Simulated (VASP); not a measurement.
Runs of VASP 6.6.1 on Al. The structure is that of space group P6_3/mmc (No. 194), or close to it. The cells are those of the table. This isn't the form of Al at room conditions, which is fcc.

```tsv
cell	gap on the mesh (eV)	pressure (GPa)
a = 2.707, b = 2.707, c = 4.732 Å, angles 90.0, 90.0, 120.0°, 2 atoms	none	(a)
a = 2.707, b = 2.707, c = 4.745 Å, angles 90.0, 90.0, 120.0°, 2 atoms	none	4.6
a = 2.734, b = 2.734, c = 4.697 Å, angles 90.0, 90.0, 120.0°, 2 atoms	none	3.2
a = 2.846, b = 2.846, c = 4.571 Å, angles 90.0, 90.0, 120.0°, 2 atoms	none	-1.8
a = 2.762, b = 2.762, c = 4.652 Å, angles 90.0, 90.0, 120.0°, 2 atoms	none	(b)
a = 2.818, b = 2.818, c = 4.620 Å, angles 90.0, 90.0, 120.0°, 2 atoms	none	-1.1
a = 2.762, b = 2.762, c = 4.676 Å, angles 90.0, 90.0, 120.0°, 2 atoms	none	1.5
a = 2.790, b = 2.790, c = 4.648 Å, angles 90.0, 90.0, 120.0°, 2 atoms	none	(c)
```

Alike in all rows: task single point; level PBEsol+D3(BJ); potentials or basis VASP PAW PBE potentials, release 64 (Al); no spin polarisation; k mesh 24 × 24 × 12; cutoff (eV) 520; smearing gaussian 0.1 eV.

Q: Fill in the values left out.

A: (a) 4.8; (b) 2.0; (c) 0.1.

Caveats: the PAW data sets were made with another functional, which shifts forces and pressure a little; the stress differs along the axes, from 0 to 7 GPa (at least some runs); the cell stands under pressure (at least some runs).

A gap of «none» marks levels without a gap at the run's occupations.
